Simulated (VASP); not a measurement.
# NbHg2Sb3 in VASP: single point with PBEsol

Aim: the single point of NbHg2Sb3 with PBEsol.

Everything below comes from runs of VASP 6.6.1. Logs are shortened: lines on timing, memory, paths and dates and some standing lists are left out, and cuts for length are marked.

**1. The cell of the first run**

The typed cell holds 12 atoms: a = 3.456 Å, b = 6.843 Å, c = 14.145 Å, α = 89.50°, β = 90.00°, γ = 120.33°.

**2. Single point, PBEsol**

The input, INCAR:

```
PREC = Accurate
ENCUT = 500
EDIFF = 1E-6
ISMEAR = -1
SIGMA = 0.05
LREAL = F
LASPH = T
NELM = 120
ALGO = Normal
ISIF = 2
LWAVE = F
LCHARG = F
GGA = PS
NBANDS = 64
GGA_COMPAT = F
```

The input, KPOINTS:

```
regular mesh
0
Gamma
  6 6 2
```

The input, POSCAR:

```
NbHg2Sb3
1.0
    3.4563072008      0.0000579690     -0.0000414468
   -3.4563614318      5.9063207180      0.0316587067
    0.0003976750      0.0672177150     14.1445406914
Nb Hg Sb
2 4 6
Direct
   -0.0037126041     -0.0009161350     -0.0002853592
   -0.0039770150      0.4988627663      0.0001131426
    0.3380862265      0.3412022735      0.6838370061
    0.6534742711      0.1567520396      0.3159735240
    0.3339659845      0.8374418762      0.6722930953
    0.6571271536      0.6605206256      0.3275371902
    0.3279137432      0.3307099461      0.1410178938
    0.6644992416      0.1672528870      0.8588034742
    0.0301334236      0.0340182272      0.4982087118
    0.3272761171      0.8300753309      0.1412296451
    0.6650339652      0.6678528642      0.8585960897
   -0.0397894453      0.4639811208      0.5016058441
```

Potentials or basis: VASP PAW PBE potentials, release 64 (Nb_sv, Hg, Sb).

Run with:

```bash
cat potpaw_PBE.64/Nb_sv/POTCAR potpaw_PBE.64/Hg/POTCAR potpaw_PBE.64/Sb/POTCAR > POTCAR
mpirun -np 1 vasp_std > vasp.out
```

OUTCAR:

```text
PREC = Accurate
   ENCUT = 500
   EDIFF = 1E-6
   ISMEAR = -1
   LREAL = F
   LASPH = T
   NELM = 120
   ISIF = 2
   GGA = PS

 ion  position               nearest neighbor table
   1  0.996  0.999  1.000-  11 2.81   8 2.81   8 2.81   7 2.81  10 2.82  10 2.82
   2  0.996  0.499  0.000-  10 2.81   7 2.81   7 2.81   8 2.81  11 2.82  11 2.82
   3  0.338  0.341  0.684-  11 3.15  12 3.18   8 3.18   8 3.18  12 3.18   9 3.21   5 3.40   5 3.41
                             5 3.45   5 3.45
   4  0.653  0.157  0.316-  10 3.15   7 3.18   9 3.18   7 3.18   9 3.18  12 3.21   6 3.40   6 3.41
                             6 3.45   6 3.45
   5  0.334  0.837  0.672-   9 3.21   9 3.22  12 3.29   8 3.30  11 3.30  11 3.30   3 3.40   3 3.41
                             3 3.45   3 3.45
   6  0.657  0.661  0.328-  12 3.21  12 3.22   9 3.29   7 3.30  10 3.30  10 3.30   4 3.40   4 3.41
                             4 3.45   4 3.45
   7  0.328  0.331  0.141-   2 2.81   2 2.81   1 2.81   4 3.18   4 3.18   6 3.30  10 3.42  10 3.42
                            10 3.42  10 3.42
   8  0.664  0.167  0.859-   1 2.81   1 2.81   2 2.81   3 3.18   3 3.18   5 3.30  11 3.42  11 3.42
                            11 3.42  11 3.42
   9  0.030  0.034  0.498-  12 3.07  12 3.07   4 3.18   4 3.18   3 3.21   5 3.21   5 3.22   6 3.29
                            12 3.78  12 3.78
  10  0.327  0.830  0.141-   2 2.81   1 2.82   1 2.82   4 3.15   6 3.30   6 3.30   7 3.42   7 3.42
                             7 3.42   7 3.42
  11  0.665  0.668  0.859-   1 2.81   2 2.82   2 2.82   3 3.15   5 3.30   5 3.30   8 3.42   8 3.42
                             8 3.42   8 3.42
  12  0.960  0.464  0.502-   9 3.07   9 3.07   3 3.18   3 3.18   4 3.21   6 3.21   6 3.22   5 3.29
                             9 3.78   9 3.78

  LATTYP: Found a simple monoclinic cell.
 ALAT       =     5.9064633113
 B/A-ratio  =     0.5851737358
 C/A-ratio  =     3.1045435027
 COS(beta)  =    -0.6364222890

  Lattice vectors:

 A1 = (  -0.0000542310,   5.9063786870,   0.0316172599)
 A2 = (  -3.4563072008,  -0.0000579690,   0.0000414468)
 A3 = (   0.0005061370, -11.7455396590,  14.0813061716)

Analysis of symmetry for initial positions (statically):
=====================================================================
 Subroutine PRICEL returns:
 Original cell was already a primitive cell.

 Routine SETGRP: Setting up the symmetry group for a
 simple monoclinic supercell.

 Subroutine GETGRP returns: Found  1 space group operations
 (whereof  1 operations were pure point group operations)
 out of a pool of  4 trial point group operations.

The static configuration has the point symmetry C_1 .

Analysis of symmetry for dynamics (positions and initial velocities):
=====================================================================
 Subroutine PRICEL returns:
 Original cell was already a primitive cell.

 Routine SETGRP: Setting up the symmetry group for a
 simple monoclinic supercell.

 Subroutine GETGRP returns: Found  1 space group operations
 (whereof  1 operations were pure point group operations)
 out of a pool of  4 trial point group operations.

The dynamic configuration has the point symmetry C_1 .

 Subroutine INISYM returns: Found  1 space group operations
 (whereof  1 operations are pure point group operations),
 and found     1 'primitive' translations

----------------------------------------------------------------------------------------

                                     Primitive cell

  volume of cell :     288.7430

  direct lattice vectors                    reciprocal lattice vectors
     3.456307201  0.000057969 -0.000041447     0.289323284  0.169315488 -0.000812756
    -3.456361432  5.906320718  0.031658707    -0.000002849  0.169312787 -0.000804608
     0.000397675  0.067217715 14.144540691     0.000000854 -0.000378464  0.070700453

  length of vectors
     3.456307202  6.843395432 14.144700412     0.335225831  0.169314699  0.070701466

  position of ions in fractional coordinates (direct lattice)
     0.996287396  0.999083865  0.999714641
     0.996022985  0.498862766  0.000113143
     0.338086227  0.341202274  0.683837006
     0.653474271  0.156752040  0.315973524
     0.333965984  0.837441876  0.672293095
     0.657127154  0.660520626  0.327537190
     0.327913743  0.330709946  0.141017894
     0.664499242  0.167252887  0.858803474
     0.030133424  0.034018227  0.498208712
     0.327276117  0.830075331  0.141229645
     0.665033965  0.667852864  0.858596090
     0.960210555  0.463981121  0.501605844

  ion indices of the primitive-cell ions
   primitive index   ion index
                 1           1
                 2           2
                 3           3
                 4           4
                 5           5
                 6           6
                 7           7
                 8           8
                 9           9
                10          10
                11          11
                12          12

----------------------------------------------------------------------------------------

 KPOINTS: regular mesh

Automatic generation of k-mesh.
 Grid dimensions read from file:
 generate k-points for:    6    6    2

 Generating k-lattice:

  Cartesian coordinates                     Fractional coordinates (reciprocal lattice)
     0.048220547  0.028219248 -0.000135459     0.166666667 -0.000000000 -0.000000000
    -0.000000475  0.028218798 -0.000134101    -0.000000000  0.166666667 -0.000000000
     0.000000427 -0.000189232  0.035350227     0.000000000  0.000000000  0.500000000

  Length of vectors
     0.055870972  0.028219117  0.035350733

  Shift w.r.t. Gamma in fractional coordinates (k-lattice)
     0.000000000  0.000000000  0.000000000

 Subroutine IBZKPT returns following result:
 ===========================================

 Found     40 irreducible k-points:

 Following reciprocal coordinates:
            Coordinates               Weight
  0.000000  0.000000  0.000000      1.000000
  0.166667 -0.000000 -0.000000      2.000000
  0.166667 -0.333333  0.000000      2.000000
  0.333333  0.000000 -0.000000      2.000000
  0.333333  0.333333 -0.000000      2.000000
  0.500000 -0.000000 -0.000000      1.000000
[... 16 lines left out ...]
  0.166667 -0.333333  0.500000      2.000000
  0.333333 -0.000000  0.500000      2.000000
 [... further k-points ...]
   k-points           NKPTS =     40   k-points in BZ     NKDIM =     40   number of bands    NBANDS=     64
   number of dos      NEDOS =    301   number of ions     NIONS =     12
   total plane-waves  NPLWV = 151200
   dimension x,y,z NGX =    28 NGY =   50 NGZ =  108
   dimension x,y,z NGXF=    56 NGYF=  100 NGZF=  216
   ions per type =               2   4   6
   NGX,Y,Z   is equivalent  to a cutoff of  13.47, 12.15, 12.69 a.u.
   NGXF,Y,Z  is equivalent  to a cutoff of  26.94, 24.29, 25.39 a.u.
 SYSTEM =  unknown system
   PREC   = accura    normal or accurate (medium, high low for compatibility)
   ISTART =      0    job   : 0-new  1-cont  2-samecut
   ICHARG =      2    charge: 1-file 2-atom 10-const
   ISPIN  =      1    spin polarized calculation?
   LNONCOLLINEAR =      F non collinear calculations
   LSORBIT =      F    spin-orbit coupling
   LASPH  =      T    aspherical Exc in radial PAW
   ENCUT  =  500.0 eV  36.75 Ry    6.06 a.u.   6.30 12.48 25.79*2*pi/ulx,y,z
   NELM   =    120;   NELMIN=  2; NELMDL= -5     # of ELM steps
   EDIFF  = 0.1E-05   stopping-criterion for ELM
   LREAL  =      F    real-space projection
   EDIFFG = 0.1E-04   stopping-criterion for IOM
   NSW    =      0    number of steps for IOM
   IBRION =     -1    ionic relax: 0-MD 1-quasi-New 2-CG
   NFREE  =      0    steps in history (QN), initial steepest desc. (CG)
   ISIF   =      2    stress and relaxation
   ISYM   =      2    0-nonsym 1-usesym 2-fastsym
   POTIM  = 0.5000    time-step for ionic-motion
   TEBEG  =    0.0;   TEEND  =   0.0 temperature during run
   PSTRESS=    0.0 pullay stress
   NELECT =     104.0000    total number of electrons
   NUPDOWN=      -1.0000    fix difference up-down
   EMIN   =  10.00;   EMAX   =-10.00  energy-range for DOS
   EFERMI =   0.00;   METHOD = LEGACY
   ISMEAR =    -1;   SIGMA  =   0.05  broadening in eV -4-tet -1-fermi 0-gaus
   EFERMI_NEDOS =   21; number of points for ismear=-14 and -15
   IALGO  =     38    algorithm
   IMIX   =      4    mixing-type and parameters
     AMIX     =   0.40;   BMIX     =  1.00
     AMIX_MAG =   1.60;   BMIX_MAG =  1.00
  volume/ion in A,a.u.               =      24.06       162.38
  Fermi-wavevector in a.u.,A,eV,Ry     =   1.164793  2.201140 18.459610  1.356743
  Thomas-Fermi vector in A             =   2.301327
   LORBIT       =      0    0 simple, 1 ext, 2 COOP (PROOUT), +10 PAW based schemes
   GGA     = PS    functional components
   LHFCALC =     F    Hartree Fock is set to
   AEXX    =    0.0000 exact exchange contribution
   IVDW    =     0    specifies the selected vdW correction
   LEPSILON=     F    determine dielectric tensor
   LRPA    =     F    only Hartree local field effects (RPA)
 non-spin polarized calculation
  energy-cutoff  :      500.00
  volume of cell :      288.74
 maximum number of plane-waves:      7363
 NGX is ok and might be reduce to    28
   NGX = 13   NGY = 25   NGZ = 51

 number of electron     104.0000000 magnetization

 Free energy of the ion-electron system (eV)
  ---------------------------------------------------
  ext. energy  EPLUGINS =         0.00000000
  ---------------------------------------------------
  free energy    TOTEN  =       -51.22295885 eV

  energy without entropy =      -51.18305744  energy(sigma->0) =      -51.20300815

 E-fermi :   6.8211     XC(G=0): -10.8588

 val. band max:        6.8203438878   @ k =   0.1667   0.1667  -0.0000
 cond. band min:       6.8432036849   @ k =  -0.0000   0.1667  -0.0000
 fundamental gap:      0.0228597971
 Fermi energy:         6.8211425354

 k-point     1 :       0.0000    0.0000    0.0000
  band No.  band energies     occupation
      1     -47.8333      2.00000
      2     -47.8085      2.00000
      3     -24.0949      2.00000
      4     -23.9904      2.00000
      5     -23.9314      2.00000
      6     -23.9172      2.00000
[... 56 lines left out ...]
     63      10.9981      0.00000
     64      11.0631      0.00000

 k-point     2 :       0.1667   -0.0000   -0.0000
  band No.  band energies     occupation
      1     -47.8275      2.00000
      2     -47.8089      2.00000
      3     -24.0621      2.00000
      4     -23.9766      2.00000
      5     -23.9478      2.00000
      6     -23.9315      2.00000
[... 56 lines left out ...]
     63      10.1830      0.00000
     64      10.4356      0.00000

 k-point     3 :       0.1667   -0.3333    0.0000
  band No.  band energies     occupation
      1     -47.8275      2.00000
      2     -47.8089      2.00000
      3     -24.0621      2.00000
      4     -23.9766      2.00000
      5     -23.9478      2.00000
      6     -23.9315      2.00000
[... 1396 lines left out ...]
     63      10.3225      0.00000
     64      10.4979      0.00000

 k-point    24 :       0.3333   -0.0000    0.5000
  band No.  band energies     occupation
      1     -47.8158      2.00000
      2     -47.8096      2.00000
      3     -24.0704      2.00000
      4     -24.0403      2.00000
      5     -23.9491      2.00000
      6     -23.9400      2.00000
[... 56 lines left out ...]
     63       9.6541      0.00000
     64       9.7412      0.00000

 [... further k-points ...]
[... 5 lines left out ...]
  --------------------------------------------------------------------------------------
  -------------------------------------------------------------------------------------
  Total        0.0087827      0.0316992     -0.0027791     -0.0005442     -0.0035367     -0.0002354
  in kB        0.0487334      0.1758923     -0.0154207     -0.0030197     -0.0196244     -0.0013064
  external PRESSURE =       0.0697350 kB  Pullay stress =       0.0000000 kB

 VOLUME and BASIS-vectors are now :
 -----------------------------------------------------------------------------
  energy-cutoff  :      500.00
  volume of cell :      288.74
      direct lattice vectors                 reciprocal lattice vectors
     3.456307201  0.000057969 -0.000041447     0.289323284  0.169315488 -0.000812756
    -3.456361432  5.906320718  0.031658707    -0.000002849  0.169312787 -0.000804608
     0.000397675  0.067217715 14.144540691     0.000000854 -0.000378464  0.070700453

 POSITION                                       TOTAL-FORCE (eV/Angst)
 -----------------------------------------------------------------------------------
     -0.00932      5.96817     14.17209        -0.000155     -0.004821      0.000201
      1.71831      2.94651      0.01735         0.000460      0.004864     -0.001043
     -0.01052      2.06124      9.68335        -0.000278      0.000203      0.001946
      1.71694      0.94710      4.47424        -0.000089     -0.000138     -0.001656
     -1.73995      4.99141      9.53578         0.000087      0.002005     -0.004364
     -0.01163      3.92330      4.65375        -0.000065     -0.002038      0.003999
     -0.00963      1.96278      2.00509        -0.000408      0.000076     -0.005434
      1.71897      1.04561     12.15265        -0.000382     -0.000783      0.006037
     -0.01323      0.23441      7.04801         0.000588     -0.009507      0.000275
     -1.73782      4.91220      2.02389        -0.000019      0.001523     -0.002452
     -0.00944      4.00230     12.16556         0.000113     -0.000799      0.002694
      1.71530      2.77419      7.10963         0.000148      0.009415     -0.000202
 -----------------------------------------------------------------------------------
    total drift:                               -0.000166      0.000036     -0.000230

  FREE ENERGIE OF THE ION-ELECTRON SYSTEM (eV)
  ---------------------------------------------------
  free  energy   TOTEN  =       -51.2229588527 eV

  energy  without entropy=      -51.1830574384  energy(sigma->0) =      -51.20300815
```

It took 12 min on 1 thread of Intel Xeon 6975P-C (Granite Rapids), shared host; peak memory 0.76 GiB.

What came out:

- Free energy: -51.2230 eV
- Pressure: 0.0 GPa
- Largest force: 0.010 eV/Å
- Band gap on the k mesh: zero (bands 52 and 53 overlap by 1.48 eV)

Forces in eV/Å, atoms in the order of the input:
```
Nb   0.000 -0.005  0.000
Nb   0.000  0.005 -0.001
Hg   0.000  0.000  0.002
Hg   0.000  0.000 -0.002
Hg   0.000  0.002 -0.004
Hg   0.000 -0.002  0.004
Sb   0.000  0.000 -0.005
Sb   0.000 -0.001  0.006
Sb   0.001 -0.010  0.000
Sb   0.000  0.002 -0.002
Sb   0.000 -0.001  0.003
Sb   0.000  0.009  0.000
```

Caveat: the PAW data sets were made with another functional, which shifts forces and pressure a little; spin-orbit coupling is left out, which moves the levels of the heavy elements.

The gap in the log of VASP goes by the Fermi energy; the results here count the filled bands.